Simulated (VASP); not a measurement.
Input of a VASP 6.6.1 run:

File INCAR:

```
PREC = Accurate ; ENCUT = 520
EDIFF = 1E-6 ; ISMEAR = -1
SIGMA = 0.03 ; LREAL = F
LASPH = T ; NELM = 60
ALGO = Normal ; ISIF = 2
LWAVE = F ; LCHARG = F
GGA = PS ; NBANDS = 35
```

KPOINTS

```
regular mesh
0
Gamma
  6 6 6
```

Contents of POSCAR:

```
MoS2
1.0
   -2.7980475189      4.9544629927      2.8336482064
    2.7980475189     -4.9544629927      2.8336482064
    2.7980475189      4.9544629927     -2.8336482064
Mo S
2 4
Direct
    0.7500000000      0.7500000000      0.0000000000
    0.2500000000      0.2500000000      0.0000000000
    0.8867362385      0.7568776798      0.6436139183
    0.1132637615      0.2431223202      0.3563860817
    0.6132637615      0.2568776798      0.8701414413
    0.3867362385      0.7431223202      0.1298585587
```

Potentials or basis: VASP PAW PBE potentials, release 64 (Mo_sv, S).

Run with:

```sh
$ cat potpaw_PBE.64/Mo_sv/POTCAR potpaw_PBE.64/S/POTCAR > POTCAR
$ mpirun -np 1 vasp_std > vasp.out
```

(1) What does it give for the pressure?

Answers

(1) 0.0 GPa.

Caveat: the PAW data sets were made with another functional, which shifts forces and pressure a little.
